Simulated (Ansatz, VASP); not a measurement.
One calculation of SnO, two programs

The input POSCAR:

```
SnO
1.0
    3.8205604524      0.0000000000      0.0000000000
    0.0000000000      3.8205604524      0.0000000000
    0.0000000000      0.0000000000     30.6334027017
Sn O
2 2
Direct
    0.5000000000      0.0000000000      0.4614138404
    0.0000000000      0.5000000000      0.5385861596
    0.0000000000      0.0000000000      0.5000000000
    0.5000000000      0.5000000000      0.5000000000
```

File INCAR.step1:

```
PREC = Accurate ; ENCUT = 520
ISMEAR = 0 ; SIGMA = 0.02
LREAL = F ; LASPH = T
NELM = 100 ; LDIPOL = T
IDIPOL = 3 ; DIPOL = 0.5 0.5 0.500
NBANDS = 28 ; GGA = PE
ALGO = Normal ; EDIFF = 1E-4
LWAVE = T ; LCHARG = F
```

The input INCAR.step2:

```
PREC = Accurate ; ENCUT = 520
EDIFF = 1E-6 ; ISMEAR = 0
SIGMA = 0.02 ; LREAL = F
LASPH = T ; NELM = 100
ALGO = Normal ; ISIF = 2
LWAVE = F ; LCHARG = T
LDIPOL = T ; IDIPOL = 3
DIPOL = 0.5 0.5 0.500 ; METAGGA = R2SCAN
LMIXTAU = T ; LELF = T
LVHAR = T ; LVACPOTAV = T
NBANDS = 28 ; ISTART = 1
```

Contents of KPOINTS:

```
Automatic mesh
0
Gamma
  6 6 1
```

Input for Ansatz:

```yaml
crystal:
  lattice:
    - [3.8205604524, 0.0, 0.0]
    - [0.0, 3.8205604524, 0.0]
    - [0.0, 0.0, 30.6334027017]
  atoms:
    - { symbol: Sn, position: [0.5, 0.0, 0.4614138404] }
    - { symbol: O, position: [0.0, 0.0, 0.5] }
    - { symbol: O, position: [0.5, 0.5, 0.5] }
    - { symbol: Sn, position: [0.0, 0.5, 0.5385861596] }
  periodic: [true, true, false]
basis:
  ecutwfc: 500
kpoints:
  mp_grid: { grid: [6, 6, 1] }
  band_path:
    path:
      - [0, 0, 0]
      - [0.5, 0, 0]
      - [0.5, 0.5, 0]
      - [0, 0.5, 0]
      - [0, 0, 0]
      - [0.5, 0.5, 0]
    npoints: 8
hamiltonian:
  xc: r2scan
scf:
  occupations: { method: gaussian, width: 0.02 }
output:
  forces: true
  stress: true
  eigenvalues: true
  populations: true
  write_density: true
  write_potential: true
  elf: true
  volumetric_format: npy
```

Alike in both runs: task single point; functional r2SCAN; k mesh 6 × 6 × 1; occupations gaussian, width 0.02 eV; no spin polarisation.

```csv
,VASP,Ansatz
version,VASP 6.6.1,Ansatz 0.2.0
potentials or method,"VASP PAW PBE potentials, release 64 (Sn_d, O), cutoff 520 eV","scalar-relativistic, plane waves, PAW"
valence electrons in the cell,40,40
```

Ansatz gave:

```
gap on the k mesh at the Fermi level (eV) : 3.46
least direct gap on the mesh (eV)         : 3.68
rms of the force components (eV/Å)        : 0.202
```

Task: Estimate VASP's values.

Result: gap on the k mesh at the Fermi level (eV): 3.45; least direct gap on the mesh (eV): 3.66; rms of the force components (eV/Å): 0.143.

VASP's potentials were made for PBE, not for r2SCAN. Ansatz's warnings: xc potential rough in thin density.
